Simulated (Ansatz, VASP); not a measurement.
**Cu in VASP and in Ansatz**

```
Cu
1.0
     2.51982    0.00000    0.00000
     0.00000    3.56356    0.00000
     0.00000    0.00000   19.77970
Cu
4
Direct
  0.25000 0.25000 0.40921
  0.75000 0.75000 0.46520
  0.25000 0.25000 0.53480
  0.75000 0.75000 0.59079
```

Alike in both runs: functional PBEsol; k mesh 14 × 10 × 1; occupations fermi-dirac, width 0.1 eV; no spin polarisation.

Ansatz relaxed the structure, and its values are those at the end. VASP's run is a single point on that final structure, the one shown.

```csv
,VASP,Ansatz
version,VASP 6.6.1,Ansatz 0.2.0
potentials or method,"VASP PAW PBE potentials, release 64 (Cu)","PAW with Ansatz's default frozen-core files, scalar-relativistic"
plane-wave cutoff (eV),520,420
valence electrons in the cell,44,76
```

|  | VASP | Ansatz | Ansatz less VASP |
| --- | --- | --- | --- |
| rms of the force components (eV/Å) | 0.018 | 0.004 | -0.0140 |

VASP's potentials were made for PBE, not for PBEsol. The functional is the same, so the differences come from potentials, cutoffs and numerics. VASP's potentials hold 44 valence electrons a cell and Ansatz's 76, so a difference there can come from the potentials and not from the codes. Ansatz's warnings: stress scf threshold loose, xc potential rough in thin density.
